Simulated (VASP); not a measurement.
# AlN (P1) in VASP: single point with PBE

Aim: the single point of AlN with PBE.

Program: VASP 6.6.1. These are calculated values, not measurements. Logs are shortened: lines on timing, memory, paths and dates and some standing lists are left out, and cuts for length are marked.

**1. The cell of the first run**

The typed cell holds 4 atoms: a = 3.354 Å, b = 3.418 Å, c = 4.097 Å, α = 89.09°, β = 89.01°, γ = 119.82°.

**2. Single point, PBE (atoms moved at random and the cell strained at random)**

File INCAR:

```
SYSTEM = AlN
ALGO = Normal ; EDIFF = 1E-7
ENCUT = 520 ; GGA = PE
ISIF = 2 ; ISMEAR = 0
LASPH = .True. ; LCHARG = .False.
LREAL = .False. ; LWAVE = .False.
NBANDS = 16 ; NELM = 60
PREC = Accurate ; SIGMA = 0.02
```

File KPOINTS:

```
k-points
0
Gamma
  9 9 6
  0 0 0
```

File POSCAR:

```
AlN
1.0
    3.3536165520     -0.0132153418      0.0286498012
   -1.6882530977      2.9722506864      0.0263199926
    0.0362224200      0.0593377677      4.0963578779
Al N
2 2
Direct
    0.3605231542      0.6604506099      0.7339309880
    0.6946635784      0.3500954260      0.2516811687
    0.2976601476      0.6655231659      0.2580524162
    0.6471548630      0.3239342845      0.7563354271
```

Potentials or basis: VASP PAW PBE potentials, release 64 (Al, N).

Command:

```bash
$ cat potpaw_PBE.64/Al/POTCAR potpaw_PBE.64/N/POTCAR > POTCAR
$ mpirun -np 1 vasp_std > vasp.out
```

OUTCAR:

```text
SYSTEM = AlN
   EDIFF = 1E-7
   ENCUT = 520
   GGA = PE
   ISIF = 2
   ISMEAR = 0
   LASPH = .True.
   LREAL = .False.
   NELM = 60
   PREC = Accurate

 ion  position               nearest neighbor table
   1  0.361  0.660  0.734-   4 1.83   3 1.97   4 1.98   4 2.08   3 2.16   2 2.73   2 2.80   2 2.81
                             2 2.83   2 2.84   2 2.99
   2  0.695  0.350  0.252-   3 1.76   3 2.04   4 2.04   4 2.07   3 2.09   1 2.73   1 2.80   1 2.81
                             1 2.83   1 2.84   1 2.99
   3  0.298  0.666  0.258-   2 1.76   1 1.97   2 2.04   2 2.09   1 2.16
   4  0.647  0.324  0.756-   1 1.83   1 1.98   2 2.04   2 2.07   1 2.08

  LATTYP: Found a triclinic cell.
 ALAT       =     3.3537649641
 B/A-ratio  =     2.1324741232
 C/A-ratio  =     1.0125727431
 COS(alpha) =     0.0009740168
 COS(beta)  =     0.4870827521
 COS(gamma) =     0.7165187496

  Lattice vectors:

 A1 = (  -3.3536165520,   0.0132153418,  -0.0286498012)
 A2 = (  -5.0780920697,   2.9261282605,  -4.0986876865)
 A3 = (  -1.6653634543,  -2.9590353446,  -0.0549697938)

Analysis of symmetry for initial positions (statically):
=====================================================================
 Subroutine PRICEL returns:
 Original cell was already a primitive cell.

 Routine SETGRP: Setting up the symmetry group for a
 triclinic supercell.

 Subroutine GETGRP returns: Found  1 space group operations
 (whereof  1 operations were pure point group operations)
 out of a pool of  2 trial point group operations.

The static configuration has the point symmetry C_1 .

Analysis of symmetry for dynamics (positions and initial velocities):
=====================================================================
 Subroutine PRICEL returns:
 Original cell was already a primitive cell.

 Routine SETGRP: Setting up the symmetry group for a
 triclinic supercell.

 Subroutine GETGRP returns: Found  1 space group operations
 (whereof  1 operations were pure point group operations)
 out of a pool of  2 trial point group operations.

The dynamic configuration has the point symmetry C_1 .

 Subroutine INISYM returns: Found  1 space group operations
 (whereof  1 operations are pure point group operations),
 and found     1 'primitive' translations

----------------------------------------------------------------------------------------

                                     Primitive cell

  volume of cell :      40.7290

  direct lattice vectors                    reciprocal lattice vectors
     3.353616552 -0.013215342  0.028649801     0.298898346  0.169820928 -0.005102976
    -1.688253098  2.972250686  0.026319993     0.001370884  0.337267415 -0.004897607
     0.036222420  0.059337768  4.096357878    -0.002099294 -0.003354739  0.244186454

  length of vectors
     3.353764964  3.418357121  4.096947754     0.343810135  0.337305759  0.244218520

  position of ions in fractional coordinates (direct lattice)
     0.360523154  0.660450610  0.733930988
     0.694663578  0.350095426  0.251681169
     0.297660148  0.665523166  0.258052416
     0.647154863  0.323934284  0.756335427

  ion indices of the primitive-cell ions
   primitive index   ion index
                 1           1
                 2           2
                 3           3
                 4           4

----------------------------------------------------------------------------------------

 KPOINTS: k-points

Automatic generation of k-mesh.
 Grid dimensions read from file:
 generate k-points for:    9    9    6

 Generating k-lattice:

  Cartesian coordinates                     Fractional coordinates (reciprocal lattice)
     0.033210927  0.018868992 -0.000566997     0.111111111 -0.000000000  0.000000000
     0.000152320  0.037474157 -0.000544179     0.000000000  0.111111111  0.000000000
    -0.000349882 -0.000559123  0.040697742    -0.000000000  0.000000000  0.166666667

  Length of vectors
     0.038201126  0.037478418  0.040703087

  Shift w.r.t. Gamma in fractional coordinates (k-lattice)
     0.000000000  0.000000000  0.000000000

 Subroutine IBZKPT returns following result:
 ===========================================

 Found    244 irreducible k-points:

 Following reciprocal coordinates:
            Coordinates               Weight
  0.000000  0.000000  0.000000      1.000000
  0.111111  0.000000 -0.000000      2.000000
  0.222222  0.000000  0.000000      2.000000
  0.333333  0.000000  0.000000      2.000000
  0.444444  0.000000  0.000000      2.000000
  0.000000  0.111111 -0.000000      2.000000
[... 16 lines left out ...]
 -0.111111  0.222222  0.000000      2.000000
  0.000000  0.333333  0.000000      2.000000
 [... further k-points ...]
   k-points           NKPTS =    244   k-points in BZ     NKDIM =    244   number of bands    NBANDS=     16
   number of dos      NEDOS =    301   number of ions     NIONS =      4
   total plane-waves  NPLWV =  23520
   dimension x,y,z NGX =    28 NGY =   28 NGZ =   30
   dimension x,y,z NGXF=    56 NGYF=   56 NGZF=   60
   ions per type =               2   2
   NGX,Y,Z   is equivalent  to a cutoff of  13.88, 13.62, 12.17 a.u.
   NGXF,Y,Z  is equivalent  to a cutoff of  27.76, 27.23, 24.35 a.u.
 SYSTEM =  AlN
   PREC   = accura    normal or accurate (medium, high low for compatibility)
   ISTART =      0    job   : 0-new  1-cont  2-samecut
   ICHARG =      2    charge: 1-file 2-atom 10-const
   ISPIN  =      1    spin polarized calculation?
   LNONCOLLINEAR =      F non collinear calculations
   LSORBIT =      F    spin-orbit coupling
   LASPH  =      T    aspherical Exc in radial PAW
   ENCUT  =  520.0 eV  38.22 Ry    6.18 a.u.   6.24  6.36  7.62*2*pi/ulx,y,z
   NELM   =     60;   NELMIN=  2; NELMDL= -5     # of ELM steps
   EDIFF  = 0.1E-06   stopping-criterion for ELM
   LREAL  =      F    real-space projection
   EDIFFG = 0.1E-05   stopping-criterion for IOM
   NSW    =      0    number of steps for IOM
   IBRION =     -1    ionic relax: 0-MD 1-quasi-New 2-CG
   NFREE  =      0    steps in history (QN), initial steepest desc. (CG)
   ISIF   =      2    stress and relaxation
   ISYM   =      2    0-nonsym 1-usesym 2-fastsym
   POTIM  = 0.5000    time-step for ionic-motion
   TEBEG  =    0.0;   TEEND  =   0.0 temperature during run
   PSTRESS=    0.0 pullay stress
   NELECT =      16.0000    total number of electrons
   NUPDOWN=      -1.0000    fix difference up-down
   EMIN   =  10.00;   EMAX   =-10.00  energy-range for DOS
   EFERMI =   0.00;   METHOD = LEGACY
   ISMEAR =     0;   SIGMA  =   0.02  broadening in eV -4-tet -1-fermi 0-gaus
   EFERMI_NEDOS =   21; number of points for ismear=-14 and -15
   IALGO  =     38    algorithm
   IMIX   =      4    mixing-type and parameters
     AMIX     =   0.40;   BMIX     =  1.00
     AMIX_MAG =   1.60;   BMIX_MAG =  1.00
  volume/ion in A,a.u.               =      10.18        68.71
  Fermi-wavevector in a.u.,A,eV,Ry     =   1.198984  2.265752 19.559233  1.437563
  Thomas-Fermi vector in A             =   2.334859
   LORBIT       =      0    0 simple, 1 ext, 2 COOP (PROOUT), +10 PAW based schemes
   GGA     = PE    functional components
   LHFCALC =     F    Hartree Fock is set to
   AEXX    =    0.0000 exact exchange contribution
   IVDW    =     0    specifies the selected vdW correction
   LEPSILON=     F    determine dielectric tensor
   LRPA    =     F    only Hartree local field effects (RPA)
 non-spin polarized calculation
 Gauss-broadening in eV      SIGMA  =   0.02
  energy-cutoff  :      520.00
  volume of cell :       40.73
 maximum number of plane-waves:      1108
 NGX is ok and might be reduce to    28
   NGX = 13   NGY = 13   NGZ = 15

 number of electron      15.9999999 magnetization

 Free energy of the ion-electron system (eV)
  ---------------------------------------------------
  ext. energy  EPLUGINS =         0.00000000
  ---------------------------------------------------
  free energy    TOTEN  =       -28.75485754 eV

  energy without entropy =      -28.75485754  energy(sigma->0) =      -28.75485754

 E-fermi :   7.6288     XC(G=0): -11.0444

 val. band max:        7.4668561266   @ k =   0.0000   0.0000   0.0000
 cond. band min:      10.5856312097   @ k =   0.0000   0.0000   0.0000
 fundamental gap:      3.1187750831
 Fermi energy:         7.6288286894

 k-point     1 :       0.0000    0.0000    0.0000
  band No.  band energies     occupation
      1      -8.9748      2.00000
      2      -5.2781      2.00000
      3       1.0504      2.00000
      4       4.2183      2.00000
      5       4.3495      2.00000
      6       6.0910      2.00000
[... 8 lines left out ...]
     15      18.9974      0.00000
     16      19.5942      0.00000

 k-point     2 :       0.1111    0.0000   -0.0000
  band No.  band energies     occupation
      1      -8.8393      2.00000
      2      -5.2975      2.00000
      3       1.1946      2.00000
      4       3.8278      2.00000
      5       4.1253      2.00000
      6       5.6958      2.00000
[... 8 lines left out ...]
     15      18.8040      0.00000
     16      19.0979      0.00000

 k-point     3 :       0.2222    0.0000    0.0000
  band No.  band energies     occupation
      1      -8.4495      2.00000
      2      -5.3958      2.00000
      3       1.6132      2.00000
      4       2.9438      2.00000
      5       3.6936      2.00000
      6       4.7783      2.00000
[... 8 lines left out ...]
     15      18.2220      0.00000
     16      19.5578      0.00000

 k-point     4 :       0.3333    0.0000    0.0000
  band No.  band energies     occupation
      1      -7.8640      2.00000
      2      -5.6616      2.00000
      3       2.0490      2.00000
      4       2.3165      2.00000
      5       3.3104      2.00000
      6       4.0387      2.00000
[... 8 lines left out ...]
     15      18.6820      0.00000
     16      20.4272      0.00000
[... 324 lines left out ...]
 k-point    22 :      -0.2222    0.2222    0.0000
  band No.  band energies     occupation
      1      -8.4698      2.00000
      2      -5.3663      2.00000
      3       1.5924      2.00000
      4       2.7916      2.00000
      5       3.7187      2.00000
      6       4.8563      2.00000
[... 8 lines left out ...]
     15      18.4172      0.00000
     16      19.9435      0.00000

 k-point    23 :      -0.1111    0.2222    0.0000
  band No.  band energies     occupation
      1      -8.6015      2.00000
      2      -5.3382      2.00000
      3       1.4503      2.00000
      4       3.1722      2.00000
      5       3.6559      2.00000
      6       5.2553      2.00000
[... 8 lines left out ...]
     15      19.0016      0.00000
     16      19.8315      0.00000

 k-point    24 :       0.0000    0.3333    0.0000
  band No.  band energies     occupation
      1      -7.9450      2.00000
      2      -5.6227      2.00000
      3       1.8601      2.00000
      4       2.1902      2.00000
      5       3.5160      2.00000
      6       4.2348      2.00000
[... 8 lines left out ...]
     15      18.9758      0.00000
     16      20.6367      0.00000

 [... further k-points ...]
[... 5 lines left out ...]
  --------------------------------------------------------------------------------------
  -------------------------------------------------------------------------------------
  Total        1.2805080     -1.8298486      0.4007021      1.2157485     -1.3414099     -0.7769325
  in kB       50.3719501    -71.9816238     15.7626082     47.8244746    -52.7676786    -30.5625641
  external PRESSURE =      -1.9490218 kB  Pullay stress =       0.0000000 kB

 VOLUME and BASIS-vectors are now :
 -----------------------------------------------------------------------------
  energy-cutoff  :      520.00
  volume of cell :       40.73
      direct lattice vectors                 reciprocal lattice vectors
     3.353616552 -0.013215342  0.028649801     0.298898346  0.169820928 -0.005102976
    -1.688253098  2.972250686  0.026319993     0.001370884  0.337267415 -0.004897607
     0.036222420  0.059337768  4.096357878    -0.002099294 -0.003354739  0.244186454

 POSITION                                       TOTAL-FORCE (eV/Angst)
 -----------------------------------------------------------------------------------
      0.12063      2.00181      3.03416        -2.043659      0.591678      0.828370
      1.74770      1.04633      1.06009        -2.756242     -1.674985     -0.416642
     -0.11599      1.98948      1.08312         3.312579      1.416936     -0.297536
      1.65082      0.99914      3.12529         1.487322     -0.333629     -0.114192
 -----------------------------------------------------------------------------------
    total drift:                               -0.000068     -0.000189     -0.000063

  FREE ENERGIE OF THE ION-ELECTRON SYSTEM (eV)
  ---------------------------------------------------
  free  energy   TOTEN  =       -28.7548575426 eV

  energy  without entropy=      -28.7548575426  energy(sigma->0) =      -28.75485754
```

It took 2 min on 1 thread of Intel Xeon Platinum 8259CL at 2.50GHz (Skylake/Cascade Lake), shared host; peak memory 0.25 GiB.

Results:

```yaml
Free_energy: -28.7549 eV
Pressure: -0.2 GPa
Largest_force: 3.615 eV/Å
Band_gap_on_the_k_mesh: 3.12 eV
```

Forces in eV/Å, atoms in the order of the input:
```
Al  -2.044  0.592  0.828
Al  -2.756 -1.675 -0.417
N    3.313  1.417 -0.298
N    1.487 -0.334 -0.114
```

Caveat: the cell differs from its parent crystal (atoms moved at random and the cell strained at random); forces of over 1 eV/Å act on the atoms, so gaps and moduli don't describe the material at rest.
